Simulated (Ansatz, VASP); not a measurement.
## One calculation of Bi, two programs

The input INCAR:

```
PREC     = Accurate       # precision mode
ENCUT    = 520            # plane-wave cutoff, eV
EDIFF    = 1E-6           # SCF threshold, eV
ISMEAR   = 0              # smearing method
SIGMA    = 0.03           # smearing width, eV
LREAL    = F              # projectors in reciprocal space
LASPH    = T              # aspherical terms in the spheres
NELM     = 80             # most SCF steps
ALGO     = Normal         # electronic algorithm
ISIF     = 2              # what is computed and relaxed
LWAVE    = F              # write WAVECAR
LCHARG   = F              # write CHGCAR
GGA      = PE             # functional
NBANDS   = 22             # bands
```

The input KPOINTS:

```
regular mesh
0
Gamma
  8 8 8
```

POSCAR

```
Bi
1.0
    2.2924582305      1.3235513765      4.0467531177
   -2.2924582305      1.3235513765      4.0467531177
    0.0000000000     -2.6471027530      4.0467531177
Bi
2
Direct
    0.2337113826      0.2337113826      0.2337113826
    0.7662886174      0.7662886174      0.7662886174
```

Input for Ansatz:

```yaml
crystal:
  lattice:
    - [2.2924582305, 1.3235513765, 4.0467531177]
    - [-2.2924582305, 1.3235513765, 4.0467531177]
    - [0.0, -2.647102753, 4.0467531177]
  atoms:
    - { symbol: Bi, position: [0.2337113826, 0.2337113826, 0.2337113826] }
    - { symbol: Bi, position: [0.7662886174, 0.7662886174, 0.7662886174] }
hamiltonian:
  xc: pbe
  pseudopotentials:
    kind: paw
    azcp:
      Bi: "pseudopotentials/Bi.paw.azcp"
basis:
  ecutwfc: 420
  fft_grid_basis: typed
kpoints:
  mp_grid: { grid: [8, 8, 8], shift: [0, 0, 0] }
magnetization:
  spin_polarized: false
scf:
  occupations: { method: gaussian, width: 0.03 }
  lower_state_search: "off"
output:
  stress: true
```

Alike in both runs: task single point; functional PBE; k mesh 8 × 8 × 8; occupations gaussian, width 0.03 eV; no spin polarisation.

|  | VASP | Ansatz |
| --- | --- | --- |
| version | VASP 6.6.1 | Ansatz 0.2.0 |
| potentials or method | VASP PAW PBE potentials, release 64 (Bi_d), cutoff 520 eV | plane waves (420 eV) with PAW, scalar-relativistic |
| valence electrons in the cell | 30 | 30 |

Ansatz gave:

| Property | Result |
| --- | --- |
| pressure (GPa) | 0.0 |

**Question.** What did VASP give for the same quantities?

**Answer.** Pressure (GPa): -0.1.

The functional is the same, so the differences come from potentials, cutoffs and numerics.

Neither program's run includes spin-orbit coupling.
